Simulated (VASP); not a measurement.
# Sc3Fe (Pm-3m) in VASP: notebook, part 2 of 2

VASP 6.6.1. Earlier steps stand in the parts before.

### Step 3. Relaxation of cell and atoms, PBE

INCAR reads:

```
SYSTEM = Sc3Fe
  PREC = Accurate
  ENCUT = 600
  EDIFF = 1E-7
  ISMEAR = 0
  SIGMA = 0.1
  LREAL = .False.
  LASPH = .True.
  NELM = 60
  ALGO = Fast
  ISIF = 3
  LWAVE = .False.
  LCHARG = .False.
  GGA = PE
  IBRION = 2
  NSW = 80
  EDIFFG = -0.01
```

KPOINTS reads:

```
regular mesh
0
Gamma
  10 10 10
  0 0 0
```

POSCAR reads:

```
Sc3Fe
1.0
    4.3341665860      0.0000000000      0.0000000000
    0.0000000000      4.3341665860      0.0000000000
    0.0000000000      0.0000000000      4.3341665860
Sc Fe
3 1
Direct
    0.0000000000      0.5000000000      0.5000000000
    0.5000000000      0.0000000000      0.5000000000
    0.5000000000      0.5000000000      0.0000000000
    0.0000000000      0.0000000000      0.0000000000
```

Potentials or basis: VASP PAW PBE potentials, release 64 (Sc_sv, Fe).

Started as:

```sh
> cat potpaw_PBE.64/Sc_sv/POTCAR potpaw_PBE.64/Fe/POTCAR > POTCAR
> mpirun -np 1 vasp_std > vasp.out
```

OUTCAR:

```text
SYSTEM = Sc3Fe
   PREC = Accurate
   ENCUT = 600
   EDIFF = 1E-7
   ISMEAR = 0
   LREAL = .False.
   LASPH = .True.
   NELM = 60
   ISIF = 3
   GGA = PE
   IBRION = 2
   NSW = 80
   EDIFFG = -0.01

 ion  position               nearest neighbor table
   1  0.000  0.500  0.500-   2 3.06   3 3.06   4 3.06   3 3.06   4 3.06   2 3.06   4 3.06   4 3.06
                             2 3.06   3 3.06   3 3.06   2 3.06
   2  0.500  0.000  0.500-   1 3.06   3 3.06   4 3.06   3 3.06   4 3.06   1 3.06   3 3.06   3 3.06
                             1 3.06   4 3.06   4 3.06   1 3.06
   3  0.500  0.500  0.000-   1 3.06   2 3.06   4 3.06   1 3.06   2 3.06   2 3.06   4 3.06   2 3.06
                             1 3.06   4 3.06   1 3.06   4 3.06
   4  0.000  0.000  0.000-   1 3.06   2 3.06   3 3.06   1 3.06   2 3.06   1 3.06   3 3.06   1 3.06
                             2 3.06   3 3.06   2 3.06   3 3.06

[... 269 lines left out ...]
  ---------------------------------------------------
  ext. energy  EPLUGINS =         0.00000000
  ---------------------------------------------------
  free energy    TOTEN  =       -26.13950825 eV

  energy without entropy =      -26.10439022  energy(sigma->0) =      -26.12194924

 E-fermi :   4.5252     XC(G=0): -10.7707

 val. band max:        4.5171906026   @ k =   0.3000   0.2000   0.0000
 cond. band min:       4.5255420533   @ k =   0.5000   0.4000   0.3000
 fundamental gap:      0.0083514507
 Fermi energy:         4.5252279477

 k-point     1 :       0.0000    0.0000    0.0000
  band No.  band energies     occupation
      1     -44.8057      2.00000
      2     -44.6520      2.00000
      3     -44.6520      2.00000
      4     -23.6749      2.00000
      5     -23.6749      2.00000
      6     -23.6749      2.00000
[... 637 lines left out ...]
     23       5.0488      0.00000
     24       5.6823      0.00000

 [... further k-points ...]
[... 5 lines left out ...]
  --------------------------------------------------------------------------------------
  -------------------------------------------------------------------------------------
  Total        0.0052280      0.0052280      0.0052280      0.0000000     -0.0000000      0.0000000
  in kB        0.1078982      0.1078982      0.1078982      0.0000000     -0.0000000      0.0000000
  external PRESSURE =       0.1078982 kB  Pullay stress =       0.0000000 kB
[... 19 lines left out ...]
  FREE ENERGIE OF THE ION-ELECTRON SYSTEM (eV)
  ---------------------------------------------------
  free  energy   TOTEN  =       -26.1395082489 eV

  energy  without entropy=      -26.1043902230  energy(sigma->0) =      -26.12194924

 reached required accuracy - stopping structural energy minimisation
```

CONTCAR:

```text
Sc3Fe
   1.00000000000000
     4.2658910966966541   -0.0000000000000000    0.0000000000000000
    -0.0000000000000000    4.2658910966966541    0.0000000000000000
    -0.0000000000000000   -0.0000000000000000    4.2658910966966541
  Sc              Fe
     3     1
Direct
     0.0000000000000000    0.5000000000000000    0.5000000000000000
     0.5000000000000000    0.0000000000000000    0.5000000000000000
     0.5000000000000000    0.5000000000000000    0.0000000000000000
     0.0000000000000000    0.0000000000000000    0.0000000000000000

  0.00000000E+00  0.00000000E+00  0.00000000E+00
  0.00000000E+00  0.00000000E+00  0.00000000E+00
  0.00000000E+00  0.00000000E+00  0.00000000E+00
  0.00000000E+00  0.00000000E+00  0.00000000E+00
```

Run time: 5.1 min. Hardware: 1 thread of Intel Xeon 6975P-C (Granite Rapids), shared host; peak memory 0.31 GiB.

What came out:

| Property | Result |
| --- | --- |
| Free energy | -26.1395 eV |
| Relaxed volume | 19.41 Å³/atom |
| Relaxed cell | a = 4.266 Å, b = 4.266 Å, c = 4.266 Å, α = 90.00°, β = 90.00°, γ = 90.00° |
| Space group after relaxing (to 0.1 Å) | Pm-3m (No. 221) |
| Energy gained by relaxing | 9.7 meV/atom |
| Ionic steps | 3 |
| Pressure after relaxing | 0.0 GPa |
| Band gap on the k mesh | zero (an odd number of electrons rules out a gap without spin polarisation) |

The path:
| step | energy change (eV) | largest force (eV/Å) | pressure (GPa) | volume (Å³) |
| --- | --- | --- | --- | --- |
| 1 | 0.0000 | 0.0000 | -3.17 | 81.42 |
| 2 | -0.0366 | 0.0000 | 0.84 | 76.77 |
| 3 | -0.0389 | 0.0000 | 0.01 | 77.63 |

Final structure:
```cif
data_structure
_symmetry_space_group_name_H-M 'P 1'
_symmetry_Int_Tables_number 1
_cell_length_a 4.2659
_cell_length_b 4.2659
_cell_length_c 4.2659
_cell_angle_alpha 90.000
_cell_angle_beta 90.000
_cell_angle_gamma 90.000
_cell_volume 77.63
loop_
_atom_site_label
_atom_site_type_symbol
_atom_site_fract_x
_atom_site_fract_y
_atom_site_fract_z
_atom_site_occupancy
Sc1 Sc 0.00000 0.50000 0.50000 1
Sc2 Sc 0.50000 0.00000 0.50000 1
Sc3 Sc 0.50000 0.50000 0.00000 1
Fe1 Fe 0.00000 0.00000 0.00000 1
```

Caveat: the run has no spin polarisation, though such a crystal can be magnetic.

### Step 4. Single point, PBE, collinear spin, ferrimagnetic start

INCAR reads:

```
SYSTEM = Sc3Fe
PREC = Accurate
ENCUT = 520
EDIFF = 1E-6
ISMEAR = 0
SIGMA = 0.1
LREAL = .FALSE.
LASPH = .TRUE.
NELM = 150
ALGO = Fast
ISIF = 2
LWAVE = .FALSE.
LCHARG = .FALSE.
ISPIN = 2
MAGMOM = -0.42 -0.42 -0.42 2.88
LORBIT = 11
LMAXMIX = 4
GGA = PE
NBANDS = 32
```

KPOINTS reads:

```
regular mesh
0
G
  10 10 10
  0 0 0
```

POSCAR is that of step 3.

Started as:

```sh
> cat potpaw_PBE.64/Sc_sv/POTCAR potpaw_PBE.64/Fe/POTCAR > POTCAR
> mpirun -np 1 vasp_std > vasp.out
```

Wall time 1.9 min (1 thread of Intel Xeon 6975P-C (Granite Rapids), shared host); peak memory 0.35 GiB.

Results (log left out):

```
Free energy                                           : -26.4346 eV
Pressure                                              : 0.0 GPa
Net moment                                            : 0.90 μB per cell
Site moments                                          : Sc -0.30; Fe +2.31 μB
Valence electrons inside the program's atomic spheres : Sc 9.46; Fe 6.86
```

Levels at points of the mesh, in eV from the Fermi level:
Spin up:
| k point | band 17 | band 18 | band 19 | band 20 | band 21 | band 22 | band 23 | band 24 | band 25 | band 26 |
| --- | --- | --- | --- | --- | --- | --- | --- | --- | --- | --- |
| (0.00, 0.00, 0.00) | -2.21 | -2.21 | -2.21 | 0.34 | 0.34 | 0.34 | 0.60 | 0.60 | 2.36 | 2.36 |
| (0.50, 0.00, 0.00) | -1.95 | -1.94 | -1.94 | -1.09 | 0.09 | 0.09 | 0.28 | 1.48 | 1.51 | 1.51 |
| (0.50, 0.50, 0.00) | -1.94 | -1.94 | -1.78 | -1.78 | -0.81 | 0.03 | 0.45 | 0.74 | 0.74 | 1.80 |
| (0.50, 0.50, 0.50) | -2.08 | -2.08 | -0.25 | -0.25 | -0.25 | 0.40 | 0.40 | 0.40 | 0.72 | 1.66 |
Spin down:
```
           k point  band 18  band 19  band 20  band 21  band 22  band 23
(0.00, 0.00, 0.00)    -1.32    -1.32     0.65     0.65     0.65     1.82
(0.50, 0.00, 0.00)    -0.53    -0.52    -0.22    -0.22    -0.14     0.55
(0.50, 0.50, 0.00)    -0.49    -0.19    -0.14    -0.01     0.04     0.41
(0.50, 0.50, 0.50)     0.13     0.13     0.42     0.42     0.47     0.47
```

### Step 5. Single point, PBE, collinear spin, ferromagnetic start

INCAR reads:

```
SYSTEM = Sc3Fe
PREC = Accurate
ENCUT = 520
EDIFF = 1E-6
ISMEAR = 0
SIGMA = 0.1
LREAL = .FALSE.
LASPH = .TRUE.
NELM = 150
ALGO = Normal
ISIF = 2
LWAVE = .FALSE.
LCHARG = .TRUE.
ISPIN = 2
MAGMOM = 0 0 0 0.5
LORBIT = 11
LMAXMIX = 4
GGA = PE
LELF = .TRUE.
LVHAR = .TRUE.
NBANDS = 32
```

KPOINTS reads:

```
Automatic mesh
0
G
  10 10 10
  0 0 0
```

POSCAR is that of step 4.

Started as:

```sh
> cat potpaw_PBE.64/Sc_sv/POTCAR potpaw_PBE.64/Fe/POTCAR > POTCAR
> mpirun -np 1 vasp_std > vasp.out
```

Wall time 5.6 min (1 thread of AMD EPYC 7R13 (Zen 3), shared host); peak memory 0.32 GiB.

The run converged. Its results:

- Free energy: -26.4346 eV
- Pressure: 0.1 GPa
- Net moment: 0.90 μB per cell
- Site moments: Sc -0.30; Fe +2.31 μB
- Valence electrons inside the program's atomic spheres: Sc 9.46; Fe 6.86

Levels at points of the mesh, in eV from the Fermi level:
Spin up:
```
           k point  band 18  band 19  band 20  band 21  band 22  band 23  band 24  band 25
(0.00, 0.00, 0.00)    -2.21    -2.21     0.34     0.34     0.34     0.60     0.60     2.36
(0.50, 0.00, 0.00)    -1.94    -1.94    -1.09     0.09     0.09     0.28     1.48     1.51
(0.50, 0.50, 0.00)    -1.94    -1.78    -1.78    -0.81     0.03     0.45     0.74     0.74
(0.50, 0.50, 0.50)    -2.08    -0.25    -0.25    -0.25     0.40     0.40     0.40     0.72
```
Spin down:
| k point | band 18 | band 19 | band 20 | band 21 | band 22 | band 23 |
| --- | --- | --- | --- | --- | --- | --- |
| (0.00, 0.00, 0.00) | -1.32 | -1.32 | 0.65 | 0.65 | 0.65 | 1.82 |
| (0.50, 0.00, 0.00) | -0.53 | -0.53 | -0.22 | -0.22 | -0.14 | 0.55 |
| (0.50, 0.50, 0.00) | -0.49 | -0.19 | -0.14 | -0.01 | 0.04 | 0.41 |
| (0.50, 0.50, 0.50) | 0.13 | 0.13 | 0.42 | 0.42 | 0.47 | 0.47 |

### Step 6. Summary

```csv
task,level,spin,cell,cutoff (eV),gap on the mesh (eV),pressure (GPa),moment (μB)
single point,r2SCAN,off,"a = 4.334 Å, 4 atoms",520,none,-3.7,-
relaxation of cell and atoms,PBE,off,"relaxed from a = 4.334 Å, 4 atoms",600,none,0.0,-
single point,PBE,"collinear, ferrimagnetic start","a = 4.334 Å, 4 atoms",520,none,0.0,0.90
single point,PBE,"collinear, ferromagnetic start","a = 4.334 Å, 4 atoms",520,none,0.1,0.90
```

Alike in all rows: potentials or basis VASP PAW PBE potentials, release 64 (Sc_sv, Fe); k mesh 10 × 10 × 10; smearing gaussian 0.1 eV.

The pressure there spans -3.7 GPa (r2SCAN) to 0.1 GPa (PBE); a positive pressure means that this level wants a larger cell, a negative one a smaller.

Caveats: the cell stands under tension (at least some runs); the PAW data sets were made with another functional, which shifts forces and pressure a little (at least some runs).

Absolute energies hang on the potentials; compare differences alone.
